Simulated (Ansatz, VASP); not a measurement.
Ba2SnF6 in VASP and in Ansatz

The input INCAR:

```
  ALGO = Normal
  EDIFF = 1E-6
  EDIFFG = -0.01
  ENCUT = 600
  GGA = PE
  IBRION = 2
  ISIF = 3
  ISMEAR = 0
  LASPH = True
  LCHARG = False
  LREAL = False
  LWAVE = False
  NELM = 100
  NSW = 100
  PREC = Accurate
  SIGMA = 0.02
```

File KPOINTS:

```
k-points
0
Gamma
  6 6 6
```

The input POSCAR:

```
Ba2SnF6
1.0
    0.0000000000      4.3494028483      4.3494028483
    4.3494028483      0.0000000000      4.3494028483
    4.3494028483      4.3494028483      0.0000000000
Ba Sn F
2 1 6
Direct
    0.2500000000      0.2500000000      0.2500000000
    0.7500000000      0.7500000000      0.7500000000
    0.0000000000      0.0000000000      0.0000000000
    0.7383529483      0.2616470517      0.2616470517
    0.2616470517      0.7383529483      0.2616470517
    0.2616470517      0.7383529483      0.7383529483
    0.7383529483      0.2616470517      0.7383529483
    0.2616470517      0.2616470517      0.7383529483
    0.7383529483      0.7383529483      0.2616470517
```

Input for Ansatz:

```yaml
crystal:
  lattice:
    - [0.0, 4.3494028483, 4.3494028483]
    - [4.3494028483, 0.0, 4.3494028483]
    - [4.3494028483, 4.3494028483, 0.0]
  atoms:
    - { symbol: Ba, position: [0.25, 0.25, 0.25] }
    - { symbol: Ba, position: [0.75, 0.75, 0.75] }
    - { symbol: Sn, position: [0.0, 0.0, 0.0] }
    - { symbol: F, position: [0.7383529483, 0.2616470517, 0.2616470517] }
    - { symbol: F, position: [0.2616470517, 0.7383529483, 0.2616470517] }
    - { symbol: F, position: [0.2616470517, 0.7383529483, 0.7383529483] }
    - { symbol: F, position: [0.7383529483, 0.2616470517, 0.7383529483] }
    - { symbol: F, position: [0.2616470517, 0.2616470517, 0.7383529483] }
    - { symbol: F, position: [0.7383529483, 0.7383529483, 0.2616470517] }
basis:
  ecutwfc: 420
kpoints:
  mp_grid: { grid: [6, 6, 6] }
hamiltonian:
  xc: pbe
scf:
  occupations: { method: gaussian, width: 0.02 }
output:
  forces: true
  stress: true
  eigenvalues: true
relax:
  adjacent_minimum: "off"
  f_tol: 0.01
  max_steps: 80
  cell: { stress_tol: 0.05 }
```

Change from the starting cell: species swapped into the Rb2TiCl6 type (Fm-3m, No. 225).

Alike in both runs: task relaxation of cell and atoms; functional PBE; k mesh 6 × 6 × 6; occupations gaussian, width 0.02 eV; no spin polarisation.

```csv
,VASP,Ansatz
version,VASP 6.6.1,Ansatz 0.2.0
potentials or method,"VASP PAW PBE potentials, release 64 (Ba_sv, Sn_d, F), cutoff 600 eV","scalar-relativistic, plane waves, PAW"
valence electrons in the cell,76,76
```

```csv
,VASP,Ansatz,Ansatz less VASP
"gap on the k mesh at the Fermi level, each at its own relaxed structure (eV)",2.30,2.32,+0.018
relaxed volume (Å³/atom),18.40,18.33,-0.066
relaxed cell length with the largest relative difference (Å),6.164,6.157,-0.0074
```

Spin-orbit coupling is off throughout.
